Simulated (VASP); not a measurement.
TaSi2:

```
CELL_PARAMETERS angstrom
4.78000 0.00000 0.00000
-2.39000 4.13960 0.00000
0.00000 0.00000 6.56400
ATOMIC_POSITIONS crystal
Ta 0.50000 0.00000 0.50000
Ta 0.50000 0.50000 0.83333
Ta 0.00000 0.50000 0.16667
Si 0.16665 0.33330 0.50000
Si 0.83335 0.16665 0.83333
Si 0.66670 0.83335 0.16667
Si 0.83335 0.66670 0.50000
Si 0.16665 0.83335 0.83333
Si 0.33330 0.16665 0.16667
```

- Program: VASP 6.6.1
- Task: relaxation of cell and atoms
- Functional: LDA
- Potentials or basis: VASP PAW LDA potentials, release 64 (Ta_pv, Si)
- Cutoff: 600 eV
- k mesh: 8 × 8 × 5
- Occupations: fermi-dirac, width 0.1 eV
- Spin: no spin polarisation

At the start: pressure -4.0 GPa; volume 14.43 Å³/atom.

Q: How do energy, volume and symmetry change on relaxing?

A: Over 10 steps the energy falls by 19.2 meV/atom and the volume is 14.09 Å³/atom (-2.3 %); space group P6_222 (No. 180, to 0.1 Å) before and after.

Step by step:
| step | energy change (eV) | largest force (eV/Å) | pressure (GPa) | volume (Å³) |
| --- | --- | --- | --- | --- |
| 1 | 0.0000 | 0.7017 | -4.02 | 129.88 |
| 2 | -0.0761 | 0.3600 | 6.36 | 123.19 |
| 3 | -0.1070 | 0.5000 | 2.48 | 125.45 |
| 4 | -0.1667 | 0.0060 | 0.29 | 126.56 |
| 5 | -0.1670 | 0.0253 | 0.40 | 126.49 |
| 6 | -0.1716 | 0.0067 | -0.42 | 127.14 |
| 7 | -0.1723 | 0.0117 | -0.21 | 126.97 |
| 8 | -0.1723 | 0.0114 | -0.22 | 126.98 |
| 9 | -0.1723 | 0.0058 | 0.25 | 126.69 |
| 10 | -0.1724 | 0.0088 | 0.01 | 126.84 |

Final structure:
```
CELL_PARAMETERS angstrom
4.73882 0.00000 0.00000
-2.36941 4.10394 0.00000
0.00000 0.00000 6.52221
ATOMIC_POSITIONS crystal
Ta 0.50000 0.00000 0.50000
Ta 0.50000 0.50000 0.83333
Ta 0.00000 0.50000 0.16667
Si 0.15956 0.31912 0.50000
Si 0.84044 0.15956 0.83333
Si 0.68088 0.84044 0.16667
Si 0.84044 0.68088 0.50000
Si 0.15956 0.84044 0.83333
Si 0.31912 0.15956 0.16667
```

Caveat: an odd number of electrons without spin polarisation forces a metal; a magnetic or distorted state may lie lower.
